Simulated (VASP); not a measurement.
# SbP (wurtzite type) (P6_3mc) in VASP: relaxation of cell and atoms with PBE

Aim: the relaxation of cell and atoms of SbP (wurtzite type) with PBE.

All numbers are computed with VASP 6.6.1; they aren't measurements. Logs are shortened: lines on timing, memory, paths and dates and some standing lists are left out, and cuts for length are marked.

## 1. The cell of the first run

It takes space group P6_3mc (No. 186, hexagonal). The conventional cell has a = 4.136 Å, b = 4.136 Å, c = 6.741 Å, α = 90.00°, β = 90.00°, γ = 120.00°. Sb (site symmetry 3m) has 4 P at 2.53 Å within 3.3 Å. Within 3.3 Å of P (site symmetry 3m) lie 4 Sb at 2.53 Å.

## 2. Relaxation of cell and atoms, PBE

The input, INCAR:

```
SYSTEM = SbP
ALGO     = Normal         ! electronic algorithm
EDIFF    = 1E-6           ! SCF threshold, eV
EDIFFG   = -0.005         ! ionic threshold
ENCUT    = 600            ! plane-wave cutoff, eV
GGA      = PE             ! functional
IBRION   = 2              ! ionic algorithm
ISIF     = 3              ! what is computed and relaxed
ISMEAR   = -1             ! smearing method
LASPH    = .True.         ! aspherical terms in the spheres
LCHARG   = .False.        ! write CHGCAR
LREAL    = .False.        ! projectors in reciprocal space
LWAVE    = .False.        ! write WAVECAR
NELM     = 60             ! most SCF steps
NSW      = 100            ! ionic steps
PREC     = Accurate       ! precision mode
SIGMA    = 0.05           ! smearing width, eV
```

The input, KPOINTS:

```
k-points
0
Gamma
  10 10 6
  0 0 0
```

The input, POSCAR:

```
SbP
1.0
    4.1355647211      0.0000000000      0.0000000000
   -2.0677823606      3.5815041075      0.0000000000
    0.0000000000      0.0000000000      6.7409704954
Sb P
2 2
Direct
    0.3333333333      0.6666666667      0.0000000000
    0.6666666667      0.3333333333      0.5000000000
    0.3333333333      0.6666666667      0.3760000000
    0.6666666667      0.3333333333      0.8760000000
```

Potentials or basis: VASP PAW PBE potentials, release 64 (Sb, P).

Launch:

```bash
$ cat potpaw_PBE.64/Sb/POTCAR potpaw_PBE.64/P/POTCAR > POTCAR
$ mpirun -np 1 vasp_std > vasp.out
```

OUTCAR:

```text
SYSTEM = SbP
   EDIFF = 1E-6
   EDIFFG = -0.005
   ENCUT = 600
   GGA = PE
   IBRION = 2
   ISIF = 3
   ISMEAR = -1
   LASPH = .True.
   LREAL = .False.
   NELM = 60
   NSW = 100
   PREC = Accurate

 ion  position               nearest neighbor table
   1  0.333  0.667  0.000-   4 2.53   4 2.53   4 2.53   3 2.53
   2  0.667  0.333  0.500-   3 2.53   3 2.53   3 2.53   4 2.53
   3  0.333  0.667  0.376-   2 2.53   2 2.53   2 2.53   1 2.53
   4  0.667  0.333  0.876-   1 2.53   1 2.53   1 2.53   2 2.53

  LATTYP: Found a hexagonal cell.
 ALAT       =     4.1355647211
 C/A-ratio  =     1.6300000000

  Lattice vectors:

 A1 = (   4.1355647211,   0.0000000000,   0.0000000000)
 A2 = (  -2.0677823606,   3.5815041075,   0.0000000000)
 A3 = (   0.0000000000,   0.0000000000,   6.7409704954)

Analysis of symmetry for initial positions (statically):
=====================================================================
 Subroutine PRICEL returns:
 Original cell was already a primitive cell.

 Routine SETGRP: Setting up the symmetry group for a
 hexagonal supercell.

 Subroutine GETGRP returns: Found 12 space group operations
 (whereof  6 operations were pure point group operations)
 out of a pool of 24 trial point group operations.

The static configuration has the point symmetry C_3v.
 The point group associated with its full space group is C_6v.

Analysis of symmetry for dynamics (positions and initial velocities):
=====================================================================
 Subroutine PRICEL returns:
 Original cell was already a primitive cell.

 Routine SETGRP: Setting up the symmetry group for a
 hexagonal supercell.

 Subroutine GETGRP returns: Found 12 space group operations
 (whereof  6 operations were pure point group operations)
 out of a pool of 24 trial point group operations.

The dynamic configuration has the point symmetry C_3v.
 The point group associated with its full space group is C_6v.

 Subroutine INISYM returns: Found 12 space group operations
 (whereof  6 operations are pure point group operations),
 and found     1 'primitive' translations

----------------------------------------------------------------------------------------

                                     Primitive cell

  volume of cell :      99.8442

  direct lattice vectors                    reciprocal lattice vectors
     4.135564721  0.000000000  0.000000000     0.241804945  0.139606150  0.000000000
    -2.067782361  3.581504107  0.000000000     0.000000000  0.279212300  0.000000000
     0.000000000  0.000000000  6.740970495     0.000000000  0.000000000  0.148346592

  length of vectors
     4.135564721  4.135564721  6.740970495     0.279212300  0.279212300  0.148346592

  position of ions in fractional coordinates (direct lattice)
     0.333333333  0.666666667  0.000000000
     0.666666667  0.333333333  0.500000000
     0.333333333  0.666666667  0.376000000
     0.666666667  0.333333333  0.876000000

  ion indices of the primitive-cell ions
   primitive index   ion index
                 1           1
                 2           2
                 3           3
                 4           4

----------------------------------------------------------------------------------------

 KPOINTS: k-points

Automatic generation of k-mesh.
 Grid dimensions read from file:
 generate k-points for:   10   10    6

 Generating k-lattice:

  Cartesian coordinates                     Fractional coordinates (reciprocal lattice)
     0.024180495  0.013960615  0.000000000     0.100000000 -0.000000000  0.000000000
     0.000000000  0.027921230  0.000000000     0.000000000  0.100000000  0.000000000
     0.000000000  0.000000000  0.024724432     0.000000000  0.000000000  0.166666667

  Length of vectors
     0.027921230  0.027921230  0.024724432

  Shift w.r.t. Gamma in fractional coordinates (k-lattice)
     0.000000000  0.000000000  0.000000000

 Subroutine IBZKPT returns following result:
 ===========================================

 Found     56 irreducible k-points:

 Following reciprocal coordinates:
            Coordinates               Weight
  0.000000  0.000000  0.000000      1.000000
  0.100000 -0.000000  0.000000      6.000000
  0.200000 -0.000000  0.000000      6.000000
  0.300000 -0.000000  0.000000      6.000000
  0.400000 -0.000000  0.000000      6.000000
  0.500000 -0.000000  0.000000      3.000000
[... 16 lines left out ...]
  0.300000  0.100000  0.166667     24.000000
  0.400000  0.100000  0.166667     24.000000
 [... further k-points ...]
   k-points           NKPTS =     56   k-points in BZ     NKDIM =     56   number of bands    NBANDS=     14
   number of dos      NEDOS =    301   number of ions     NIONS =      4
   total plane-waves  NPLWV =  69984
   dimension x,y,z NGX =    36 NGY =   36 NGZ =   54
   dimension x,y,z NGXF=    72 NGYF=   72 NGZF=  108
   ions per type =               2   2
   NGX,Y,Z   is equivalent  to a cutoff of  14.47, 14.47, 13.32 a.u.
   NGXF,Y,Z  is equivalent  to a cutoff of  28.94, 28.94, 26.63 a.u.
 SYSTEM =  SbP
   PREC   = accura    normal or accurate (medium, high low for compatibility)
   ISTART =      0    job   : 0-new  1-cont  2-samecut
   ICHARG =      2    charge: 1-file 2-atom 10-const
   ISPIN  =      1    spin polarized calculation?
   LNONCOLLINEAR =      F non collinear calculations
   LSORBIT =      F    spin-orbit coupling
   LASPH  =      T    aspherical Exc in radial PAW
   ENCUT  =  600.0 eV  44.10 Ry    6.64 a.u.   8.26  8.26 13.46*2*pi/ulx,y,z
   NELM   =     60;   NELMIN=  2; NELMDL= -5     # of ELM steps
   EDIFF  = 0.1E-05   stopping-criterion for ELM
   LREAL  =      F    real-space projection
   EDIFFG = -.5E-02   stopping-criterion for IOM
   NSW    =    100    number of steps for IOM
   IBRION =      2    ionic relax: 0-MD 1-quasi-New 2-CG
   NFREE  =      1    steps in history (QN), initial steepest desc. (CG)
   ISIF   =      3    stress and relaxation
   ISYM   =      2    0-nonsym 1-usesym 2-fastsym
   POTIM  = 0.5000    time-step for ionic-motion
   TEBEG  =    0.0;   TEEND  =   0.0 temperature during run
   PSTRESS=    0.0 pullay stress
   NELECT =      20.0000    total number of electrons
   NUPDOWN=      -1.0000    fix difference up-down
   EMIN   =  10.00;   EMAX   =-10.00  energy-range for DOS
   EFERMI =   0.00;   METHOD = LEGACY
   ISMEAR =    -1;   SIGMA  =   0.05  broadening in eV -4-tet -1-fermi 0-gaus
   EFERMI_NEDOS =   21; number of points for ismear=-14 and -15
   IALGO  =     38    algorithm
   IMIX   =      4    mixing-type and parameters
     AMIX     =   0.40;   BMIX     =  1.00
     AMIX_MAG =   1.60;   BMIX_MAG =  1.00
  volume/ion in A,a.u.               =      24.96       168.45
  Fermi-wavevector in a.u.,A,eV,Ry     =   0.957879  1.810129 12.483780  0.917532
  Thomas-Fermi vector in A             =   2.086936
   LORBIT       =      0    0 simple, 1 ext, 2 COOP (PROOUT), +10 PAW based schemes
   GGA     = PE    functional components
   LHFCALC =     F    Hartree Fock is set to
   AEXX    =    0.0000 exact exchange contribution
   IVDW    =     0    specifies the selected vdW correction
   LEPSILON=     F    determine dielectric tensor
   LRPA    =     F    only Hartree local field effects (RPA)
 conjugate gradient relaxation of ions
 non-spin polarized calculation
  energy-cutoff  :      600.00
  volume of cell :       99.84
 maximum number of plane-waves:      3357
 NGX is ok and might be reduce to    36
   NGX = 17   NGY = 17   NGZ = 27

--------------------------------------- Ionic step        1  -------------------------------------------

 number of electron      20.0000000 magnetization

 Free energy of the ion-electron system (eV)
  ---------------------------------------------------
  ext. energy  EPLUGINS =         0.00000000
  ---------------------------------------------------
  free energy    TOTEN  =       -16.44698992 eV

  energy without entropy =      -16.42660704  energy(sigma->0) =      -16.43679848

 E-fermi :   7.4447     XC(G=0):  -9.4665

 val. band max:        7.4362884166   @ k =   0.3000   0.3000   0.1667
 cond. band min:       7.4598476559   @ k =   0.3000   0.2000   0.0000
 fundamental gap:      0.0235592393
 Fermi energy:         7.4446573898

 k-point     1 :       0.0000    0.0000    0.0000
  band No.  band energies     occupation
      1      -7.3690      2.00000
      2      -5.6107      2.00000
      3      -2.3532      2.00000
      4       3.2087      2.00000
      5       3.2087      2.00000
      6       3.6120      2.00000
      7       4.3462      2.00000
      8       4.4367      2.00000
      9       4.4367      2.00000
     10       4.4740      2.00000
     11       7.2714      1.93931
     12       7.2714      1.93931
     13       7.6643      0.02441
     14       9.1776      0.00000
[... 498 lines left out ...]
  FREE ENERGIE OF THE ION-ELECTRON SYSTEM (eV)
  ---------------------------------------------------
  free  energy   TOTEN  =       -17.5750951686 eV

  energy  without entropy=      -17.5666624707  energy(sigma->0) =      -17.57087882

[... ionic steps 4 to 30 ...]

--------------------------------------- Ionic step       31  -------------------------------------------

 number of electron      20.0000001 magnetization

------------------------ aborting loop because EDIFF is reached ----------------------------------------

  FORCE on cell =-STRESS in cart. coord.  units (eV):
  Direction    XX          YY          ZZ          XY          YZ          ZX
  --------------------------------------------------------------------------------------
  -------------------------------------------------------------------------------------
  Total        0.0234136      0.0234136      0.0010777     -0.0000000      0.0000000      0.0000000
  in kB        0.3236886      0.3236886      0.0148990     -0.0000000      0.0000000      0.0000000
  external PRESSURE =       0.2207587 kB  Pullay stress =       0.0000000 kB
[... 61 lines left out ...]
  energy  without entropy=      -17.9826608273  energy(sigma->0) =      -17.99035987

--------------------------------------- Ionic step       33  -------------------------------------------

 number of electron      20.0000001 magnetization

 Free energy of the ion-electron system (eV)
  ---------------------------------------------------
  ext. energy  EPLUGINS =         0.00000000
  ---------------------------------------------------
  free energy    TOTEN  =       -17.99806335 eV

  energy without entropy =      -17.98266059  energy(sigma->0) =      -17.99036197

 E-fermi :   5.4223     XC(G=0):  -8.7845

 val. band max:        5.3943899684   @ k =   0.1000  -0.0000   0.0000
 cond. band min:       5.4362574861   @ k =   0.3000   0.3000   0.1667
 fundamental gap:      0.0418675177
 Fermi energy:         5.4223317258

 k-point     1 :       0.0000    0.0000    0.0000
  band No.  band energies     occupation
      1      -7.8039      2.00000
      2      -5.0810      2.00000
      3      -3.2547      2.00000
      4       0.2814      2.00000
      5       0.6269      2.00000
      6       1.2762      2.00000
      7       1.2762      2.00000
      8       3.0597      2.00000
      9       3.2766      2.00000
     10       3.2766      2.00000
     11       5.1834      1.98334
     12       5.1834      1.98334
     13       7.5791      0.00000
     14       7.5791      0.00000
[... 422 lines left out ...]
  FREE ENERGIE OF THE ION-ELECTRON SYSTEM (eV)
  ---------------------------------------------------
  free  energy   TOTEN  =       -17.9980633482 eV

  energy  without entropy=      -17.9826605950  energy(sigma->0) =      -17.99036197

 reached required accuracy - stopping structural energy minimisation
```

It took 16 min on 1 thread of AMD EPYC 9R45 (Zen 5), shared host; peak memory 0.3 GiB.

What came out:

| Property | Result |
| --- | --- |
| Free energy | -17.9981 eV |
| Relaxed volume | 28.99 Å³/atom |
| Relaxed cell | a = 4.778 Å, b = 4.778 Å, c = 5.864 Å, α = 90.00°, β = 90.00°, γ = 120.00° |
| Space group after relaxing (to 0.1 Å) | P6_3mc (No. 186) |
| Energy gained by relaxing | 387.8 meV/atom |
| Ionic steps | 33 |
| Pressure after relaxing | 0.0 GPa |
| Band gap on the k mesh | zero (bands 10 and 11 overlap by 0.52 eV) |

The path:
```
step  energy change (eV)  largest force (eV/Å)  pressure (GPa)  volume (Å³)
   1              0.0000                0.2924           15.65        99.84
   2             -0.9842                0.0126           -3.48       139.38
   3             -1.1281                0.0012           -0.01       126.78
   4             -1.1279                0.0001           -0.21       127.37
   5             -1.1402                0.0869           -0.19       127.33
   6             -1.1675                0.4087            0.02       127.10
   7             -1.0973                1.4404            1.18       126.12
   8             -1.1705                0.5008            0.08       127.02
   9             -1.1765                0.5177            0.06       127.03
  10             -1.1944                0.5749            0.01       127.07
  11             -1.2290                0.7140           -0.08       127.07
  12             -1.2631                1.1073           -0.02       126.76
  13             -1.2716                1.1009           -0.10       126.78
  14             -1.2931                1.0820           -0.33       126.82
  15             -1.3144                1.0400           -0.73       126.83
  16             -1.3449                0.9193           -0.90       126.62
  17             -1.4169                0.5886           -1.35       125.99
  18             -1.4846                0.0613           -1.96       124.74
  19             -1.4881                0.0461           -2.05       124.42
  20             -1.5105                0.0241           -1.50       122.40
  21             -1.5354                0.0298           -0.16       118.12
  22             -1.5363                0.0436            0.18       117.13
  23             -1.5411                0.0823            0.21       116.93
  24             -1.5447                0.1523            0.29       116.58
  25             -1.5474                0.1034            0.02       116.96
  26             -1.5485                0.0402           -0.33       117.48
  27             -1.5498                0.0175           -0.26       117.02
  28             -1.5508                0.0218           -0.10       116.17
  29             -1.5510                0.0106            0.06       115.79
  30             -1.5511                0.0027            0.02       115.88
  31             -1.5511                0.0019            0.02       115.89
  32             -1.5511                0.0011            0.02       115.90
  33             -1.5511                0.0010           -0.01       115.95
```

Final structure:
```
CELL_PARAMETERS angstrom
4.77819 0.00000 0.00000
-2.38910 4.13803 0.00000
0.00000 0.00000 5.86431
ATOMIC_POSITIONS crystal
Sb 0.33333 0.66667 0.96681
Sb 0.66667 0.33333 0.46681
P 0.33333 0.66667 0.40919
P 0.66667 0.33333 0.90919
```

Levels at points of the mesh, in eV from the Fermi level:
| k point | band 8 | band 9 | band 10 | band 11 | band 12 | band 13 |
| --- | --- | --- | --- | --- | --- | --- |
| (0.00, 0.00, 0.00) | -2.36 | -2.15 | -2.15 | -0.24 | -0.24 | 2.16 |
| (0.50, 0.00, 0.00) | -2.81 | -2.70 | -0.51 | 1.78 | 1.99 | 3.63 |
| (0.00, 0.00, 0.50) | -3.34 | -2.17 | -2.17 | 0.71 | 0.71 | 0.71 |
| (0.50, 0.00, 0.50) | -2.69 | -1.28 | -1.28 | 0.63 | 0.63 | 2.87 |

Caveat: the volume moved by over 15 % at a fixed basis, so the end points are rough; spin-orbit coupling is left out, which moves the levels of the heavy elements.
